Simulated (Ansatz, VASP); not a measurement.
## Two plane-wave programs on LaH3

```xyz
4
Lattice="3.9407 0.0000 0.0000 1.9703 3.4127 0.0000 1.9703 1.1376 3.2175" Properties=species:S:1:pos:R:3 pbc="T T T"
La    0.0000    0.0000    0.0000
H     3.9407    2.2752    1.6088
H     5.9110    3.4127    2.4132
H     1.9703    1.1376    0.8044
```

Alike in both runs: task single point; functional r2SCAN; k mesh 6 × 6 × 6; no spin polarisation.

|  | VASP | Ansatz |
| --- | --- | --- |
| version | VASP 6.6.1 | Ansatz 0.2.0 |
| potentials or method | VASP PAW PBE potentials, release 64 (La, H) | plane waves, PAW |
| plane-wave cutoff (eV) | 520 | 500 |
| occupations | methfessel-paxton of order 1, width 0.1 eV | cold, width 0.1 eV |
| valence electrons in the cell | 14 | 14 |

Ansatz gave:

| Item | Value |
| --- | --- |
| pressure (GPa) | 0.0 |

Problem. Estimate VASP's values.

Solution. Pressure (GPa): -0.3.

VASP's potentials were made for PBE, not for r2SCAN.

Neither program's run includes spin-orbit coupling.
